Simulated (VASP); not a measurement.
# Mg12H (a cell with a defect) in VASP: single point with PBE

Aim: the single point of Mg12H (a cell with a defect) with PBE.

Program: VASP 6.6.1. These are calculated values, not measurements. Logs are shortened: lines on timing, memory, paths and dates and some standing lists are left out, and cuts for length are marked.

## 1. The cell of the first run

The cell holds a defect, 13 atoms: a = 6.420 Å, b = 9.630 Å, c = 5.213 Å, α = 90.00°, β = 90.00°, γ = 120.00°.

## 2. Single point, PBE

Input file INCAR:

```
ALGO = Normal
EDIFF = 1E-6
ENCUT = 520
GGA = PE
ISIF = 2
ISMEAR = 0
LASPH = True
LCHARG = False
LREAL = False
LWAVE = False
NBANDS = 24
NELM = 80
PREC = Accurate
SIGMA = 0.05
```

Input file KPOINTS:

```
k-points
0
Gamma
  3 2 3
```

Input file POSCAR:

```
Mg12H
1.0
    6.4200000000      0.0000000000      0.0000000000
   -4.8150000000      8.3398250000      0.0000000000
    0.0000000000      0.0000000000      5.2130400000
Mg H
12 1
Direct
   -0.0000378479     -0.0010641710     -0.0006454967
    0.1659203092      0.2317086989      0.4994143532
    0.0045706242      0.3361899081     -0.0005653131
    0.1688799196      0.5554891140      0.4994214508
    0.0059023813      0.6693925832     -0.0005490079
    0.1658781099      0.8800875318      0.4993984316
    0.5026988283     -0.0044219153     -0.0007109096
    0.6692667170      0.2243282083      0.4993414591
    0.5035690987      0.3419158076     -0.0006915351
    0.6663386435      0.5566463325      0.4993541197
    0.4962986453      0.6651753484     -0.0006100087
    0.6639188256      0.8863090053      0.4993629437
    0.3228978401      0.1075786362      0.4987151451
```

Potentials or basis: VASP PAW PBE potentials, release 64 (Mg, H).

Started as:

```console
$ cat potpaw_PBE.64/Mg/POTCAR potpaw_PBE.64/H/POTCAR > POTCAR
$ mpirun -np 1 vasp_std > vasp.out
```

OUTCAR:

```text
EDIFF = 1E-6
   ENCUT = 520
   GGA = PE
   ISIF = 2
   ISMEAR = 0
   LASPH = True
   LREAL = False
   NELM = 80
   PREC = Accurate

 ion  position               nearest neighbor table
   1  1.000  0.999  0.999-   7 3.18   5 3.19  12 3.21  12 3.21  11 3.22   3 3.23   6 3.23   6 3.23
                             7 3.24   2 3.25   2 3.25   9 3.27
   2  0.166  0.232  0.499-  13 1.91   4 3.11   3 3.15   3 3.15   8 3.15  10 3.17   9 3.21   9 3.21
                             1 3.25   1 3.25   8 3.27  12 3.28   6 3.39
   3  0.005  0.336  0.999-   2 3.15   2 3.15  11 3.16   9 3.18   4 3.18   4 3.18   8 3.20   5 3.20
                             8 3.20   1 3.23   9 3.24   7 3.25
   4  0.169  0.555  0.499-   2 3.11   6 3.14  11 3.18  11 3.18  12 3.18   3 3.18   3 3.18  10 3.19
                             8 3.20   5 3.20   5 3.20  10 3.23
   5  0.006  0.669  0.999-   6 3.14   6 3.14   7 3.17  11 3.17   9 3.19   1 3.19   4 3.20   4 3.20
                             3 3.20  10 3.22  10 3.22  11 3.25
   6  0.166  0.880  0.499-  13 1.90   4 3.14   5 3.14   5 3.14  10 3.16  12 3.17   7 3.21   7 3.21
                             1 3.23   1 3.23  12 3.25   8 3.27   2 3.39
   7  0.503  0.996  0.999-  11 3.16   5 3.17  12 3.17  12 3.17   1 3.18   6 3.21   6 3.21   8 3.23
                             8 3.23   1 3.24   3 3.25   9 3.33
   8  0.669  0.224  0.499-  13 1.93   2 3.15   4 3.20   3 3.20   3 3.20  10 3.21   9 3.23   9 3.23
                             7 3.23   7 3.23  12 3.24   2 3.27   6 3.27
   9  0.504  0.342  0.999-  11 3.14  10 3.16  10 3.16   3 3.18   5 3.19   2 3.21   2 3.21   8 3.23
                             8 3.23   3 3.24   1 3.27   7 3.33
  10  0.666  0.557  0.499-   6 3.16   9 3.16   9 3.16   2 3.17  12 3.18   4 3.19  11 3.20  11 3.20
                             8 3.21   5 3.22   5 3.22   4 3.23
  11  0.496  0.665  0.999-   9 3.14   7 3.16   3 3.16   5 3.17   4 3.18   4 3.18  12 3.19  12 3.19
                            10 3.20  10 3.20   1 3.22   5 3.25
  12  0.664  0.886  0.499-   6 3.17   7 3.17   7 3.17   4 3.18  10 3.18  11 3.19  11 3.19   1 3.21
                             1 3.21   8 3.24   6 3.25   2 3.28
  13  0.323  0.108  0.499-   6 1.90   2 1.91   8 1.93

  LATTYP: Found a simple monoclinic cell.
 ALAT       =     6.4200000000
 B/A-ratio  =     0.8120000000
 C/A-ratio  =     1.3228757108
 COS(beta)  =    -0.1889822286

  Lattice vectors:

 A1 = (   6.4200000000,   0.0000000000,   0.0000000000)
 A2 = (   0.0000000000,   0.0000000000,   5.2130400000)
 A3 = (  -1.6050000000,  -8.3398250000,   0.0000000000)

Analysis of symmetry for initial positions (statically):
=====================================================================
 Subroutine PRICEL returns:
 Original cell was already a primitive cell.

 Routine SETGRP: Setting up the symmetry group for a
 simple monoclinic supercell.

 Subroutine GETGRP returns: Found  1 space group operations
 (whereof  1 operations were pure point group operations)
 out of a pool of  4 trial point group operations.

The static configuration has the point symmetry C_1 .

Analysis of symmetry for dynamics (positions and initial velocities):
=====================================================================
 Subroutine PRICEL returns:
 Original cell was already a primitive cell.

 Routine SETGRP: Setting up the symmetry group for a
 simple monoclinic supercell.

 Subroutine GETGRP returns: Found  1 space group operations
 (whereof  1 operations were pure point group operations)
 out of a pool of  4 trial point group operations.

The dynamic configuration has the point symmetry C_1 .

 Subroutine INISYM returns: Found  1 space group operations
 (whereof  1 operations are pure point group operations),
 and found     1 'primitive' translations

----------------------------------------------------------------------------------------

                                     Primitive cell

  volume of cell :     279.1149

  direct lattice vectors                    reciprocal lattice vectors
     6.420000000  0.000000000  0.000000000     0.155763240  0.089929945  0.000000000
    -4.815000000  8.339825000  0.000000000     0.000000000  0.119906593  0.000000000
     0.000000000  0.000000000  5.213040000     0.000000000  0.000000000  0.191826650

  length of vectors
     6.420000000  9.630000313  5.213040000     0.179859895  0.119906593  0.191826650

  position of ions in fractional coordinates (direct lattice)
     0.999962152  0.998935829  0.999354503
     0.165920309  0.231708699  0.499414353
     0.004570624  0.336189908  0.999434687
     0.168879920  0.555489114  0.499421451
     0.005902381  0.669392583  0.999450992
     0.165878110  0.880087532  0.499398432
     0.502698828  0.995578085  0.999289090
     0.669266717  0.224328208  0.499341459
     0.503569099  0.341915808  0.999308465
     0.666338643  0.556646333  0.499354120
     0.496298645  0.665175348  0.999389991
     0.663918826  0.886309005  0.499362944
[... 34 lines left out ...]
     0.059953298  0.059953296  0.063942217

  Shift w.r.t. Gamma in fractional coordinates (k-lattice)
     0.000000000  0.000000000  0.000000000

 -----------------------------------------------------------------------------
|                                                                             |
|           W    W    AA    RRRRR   N    N  II  N    N   GGGG   !!!           |
|           W    W   A  A   R    R  NN   N  II  NN   N  G    G  !!!           |
|           W    W  A    A  R    R  N N  N  II  N N  N  G       !!!           |
|           W WW W  AAAAAA  RRRRR   N  N N  II  N  N N  G  GGG   !            |
|           WW  WW  A    A  R   R   N   NN  II  N   NN  G    G                |
|           W    W  A    A  R    R  N    N  II  N    N   GGGG   !!!           |
|                                                                             |
|     Your reciprocal lattice and k-lattice belong to different lattice       |
|     classes:                                                                |
|                                                                             |
|        The reciprocal lattice is simple monoclinic,                         |
|        whereas your k-lattice is hexagonal.                                 |
|                                                                             |
|     Results are often still useful ...                                      |
|                                                                             |
 -----------------------------------------------------------------------------

 Subroutine IBZKPT returns following result:
 ===========================================

 Found     10 irreducible k-points:

 Following reciprocal coordinates:
            Coordinates               Weight
  0.000000  0.000000  0.000000      1.000000
  0.333333  0.000000  0.000000      2.000000
  0.000000  0.500000  0.000000      1.000000
  0.333333  0.500000  0.000000      2.000000
  0.000000  0.000000  0.333333      2.000000
  0.333333  0.000000  0.333333      2.000000
 -0.333333  0.000000  0.333333      2.000000
  0.000000  0.500000  0.333333      2.000000
  0.333333  0.500000  0.333333      2.000000
 -0.333333  0.500000  0.333333      2.000000
   k-points           NKPTS =     10   k-points in BZ     NKDIM =     10   number of bands    NBANDS=     24
   number of dos      NEDOS =    301   number of ions     NIONS =     13
   total plane-waves  NPLWV = 138240
   dimension x,y,z NGX =    48 NGY =   72 NGZ =   40
   dimension x,y,z NGXF=    96 NGYF=  144 NGZF=   80
   ions per type =              12   1
   NGX,Y,Z   is equivalent  to a cutoff of  12.43, 12.43, 12.76 a.u.
   NGXF,Y,Z  is equivalent  to a cutoff of  24.86, 24.86, 25.51 a.u.
 SYSTEM =  unknown system
   PREC   = accura    normal or accurate (medium, high low for compatibility)
   ISTART =      0    job   : 0-new  1-cont  2-samecut
   ICHARG =      2    charge: 1-file 2-atom 10-const
   ISPIN  =      1    spin polarized calculation?
   LNONCOLLINEAR =      F non collinear calculations
   LSORBIT =      F    spin-orbit coupling
   LASPH  =      T    aspherical Exc in radial PAW
   ENCUT  =  520.0 eV  38.22 Ry    6.18 a.u.  11.94 17.91  9.69*2*pi/ulx,y,z
   NELM   =     80;   NELMIN=  2; NELMDL= -5     # of ELM steps
   EDIFF  = 0.1E-05   stopping-criterion for ELM
   LREAL  =      F    real-space projection
   EDIFFG = 0.1E-04   stopping-criterion for IOM
   NSW    =      0    number of steps for IOM
   IBRION =     -1    ionic relax: 0-MD 1-quasi-New 2-CG
   NFREE  =      0    steps in history (QN), initial steepest desc. (CG)
   ISIF   =      2    stress and relaxation
   ISYM   =      2    0-nonsym 1-usesym 2-fastsym
   POTIM  = 0.5000    time-step for ionic-motion
   TEBEG  =    0.0;   TEEND  =   0.0 temperature during run
   PSTRESS=    0.0 pullay stress
   NELECT =      25.0000    total number of electrons
   NUPDOWN=      -1.0000    fix difference up-down
   EMIN   =  10.00;   EMAX   =-10.00  energy-range for DOS
   EFERMI =   0.00;   METHOD = LEGACY
   ISMEAR =     0;   SIGMA  =   0.05  broadening in eV -4-tet -1-fermi 0-gaus
   EFERMI_NEDOS =   21; number of points for ismear=-14 and -15
   IALGO  =     38    algorithm
   IMIX   =      4    mixing-type and parameters
     AMIX     =   0.40;   BMIX     =  1.00
     AMIX_MAG =   1.60;   BMIX_MAG =  1.00
  volume/ion in A,a.u.               =      21.47       144.89
  Fermi-wavevector in a.u.,A,eV,Ry     =   0.732477  1.384180  7.299827  0.536522
  Thomas-Fermi vector in A             =   1.824949
   LORBIT       =      0    0 simple, 1 ext, 2 COOP (PROOUT), +10 PAW based schemes
   GGA     = PE    functional components
   LHFCALC =     F    Hartree Fock is set to
   AEXX    =    0.0000 exact exchange contribution
   IVDW    =     0    specifies the selected vdW correction
   LEPSILON=     F    determine dielectric tensor
   LRPA    =     F    only Hartree local field effects (RPA)
 non-spin polarized calculation
 Gauss-broadening in eV      SIGMA  =   0.05
  energy-cutoff  :      520.00
  volume of cell :      279.11
 maximum number of plane-waves:      7549
   NGX = 23   NGY = 35   NGZ = 19

 number of electron      25.0000000 magnetization

 Free energy of the ion-electron system (eV)
  ---------------------------------------------------
  ext. energy  EPLUGINS =         0.00000000
  ---------------------------------------------------
  free energy    TOTEN  =       -20.54269209 eV

  energy without entropy =      -20.53183504  energy(sigma->0) =      -20.53726357

 E-fermi :   2.5081     XC(G=0):  -8.4989

 val. band max:        2.4918952326   @ k =  -0.3333   0.0000   0.3333
 cond. band min:       2.6331537397   @ k =   0.3333   0.0000   0.0000
 fundamental gap:      0.1412585071
 Fermi energy:         2.5080705940

 k-point     1 :       0.0000    0.0000    0.0000
  band No.  band energies     occupation
      1      -4.6932      2.00000
      2      -2.9446      2.00000
      3      -2.1733      2.00000
      4      -1.2267      2.00000
      5      -0.5700      2.00000
      6      -0.0100      2.00000
[... 259 lines left out ...]
     23       6.3080      0.00000
     24       6.3631      0.00000

------------------------ aborting loop because EDIFF is reached ----------------------------------------

  FORCE on cell =-STRESS in cart. coord.  units (eV):
  Direction    XX          YY          ZZ          XY          YZ          ZX
  --------------------------------------------------------------------------------------
  -------------------------------------------------------------------------------------
  Total        0.2708400     -0.2579333      0.5068839      0.4022844      0.0006092      0.0005247
  in kB        1.5546774     -1.4805906      2.9096183      2.3091956      0.0034970      0.0030120
  external PRESSURE =       0.9945684 kB  Pullay stress =       0.0000000 kB

 VOLUME and BASIS-vectors are now :
 -----------------------------------------------------------------------------
  energy-cutoff  :      520.00
  volume of cell :      279.11
      direct lattice vectors                 reciprocal lattice vectors
     6.420000000  0.000000000  0.000000000     0.155763240  0.089929945  0.000000000
    -4.815000000  8.339825000  0.000000000     0.000000000  0.119906593  0.000000000
     0.000000000  0.000000000  5.213040000     0.000000000  0.000000000  0.191826650

 POSITION                                       TOTAL-FORCE (eV/Angst)
 -----------------------------------------------------------------------------------
      1.60988      8.33095      5.20967        -0.005327     -0.010211      0.000099
     -0.05047      1.93241      2.60347         0.002266     -0.021099      0.000559
     -1.58941      2.80377      5.21009        -0.004632     -0.004680     -0.000491
     -1.59047      4.63268      2.60350         0.000104     -0.002048      0.000094
     -3.18523      5.58262      5.21018        -0.007051      0.005274     -0.000430
     -3.17268      7.33978      2.60338        -0.018850      0.006613      0.000574
     -1.56638      8.30295      5.20933        -0.007295     -0.003871      0.000343
      3.21655      1.87086      2.60309         0.026178      0.025148      0.000949
      1.58659      2.85152      5.20943        -0.000909     -0.005943      0.000339
      1.59764      4.64233      2.60315        -0.001581      0.004530     -0.000021
     -0.01658      5.54745      5.20986         0.004198      0.002461      0.000157
     -0.00522      7.39166      2.60320         0.012006      0.004796     -0.000229
      1.55501      0.89719      2.59982         0.000894     -0.000971     -0.001941
 -----------------------------------------------------------------------------------
    total drift:                                0.000140     -0.000025      0.000004

  FREE ENERGIE OF THE ION-ELECTRON SYSTEM (eV)
  ---------------------------------------------------
  free  energy   TOTEN  =       -20.5426920909 eV

  energy  without entropy=      -20.5318350412  energy(sigma->0) =      -20.53726357
```

Run time: 52 s. Hardware: 1 thread of AMD EPYC 9R45 (Zen 5), shared host; peak memory 0.34 GiB.

What came out:

```
Free energy            : -20.5427 eV
Pressure               : 0.1 GPa
Largest force          : 0.036 eV/Å
Band gap on the k mesh : zero (an odd number of electrons rules out a gap without spin polarisation)
```

Forces in eV/Å, atoms in the order of the input:
```
Mg  -0.005 -0.010  0.000
Mg   0.002 -0.021  0.001
Mg  -0.005 -0.005  0.000
Mg   0.000 -0.002  0.000
Mg  -0.007  0.005  0.000
Mg  -0.019  0.007  0.001
Mg  -0.007 -0.004  0.000
Mg   0.026  0.025  0.001
Mg  -0.001 -0.006  0.000
Mg  -0.002  0.005  0.000
Mg   0.004  0.002  0.000
Mg   0.012  0.005  0.000
H    0.001 -0.001 -0.002
```

Caveat: the k points lie up to 0.40 Å⁻¹ apart, too coarse for converged energies and pressures of a metal.

The gap in the log of VASP goes by the Fermi energy; the results here count the filled bands.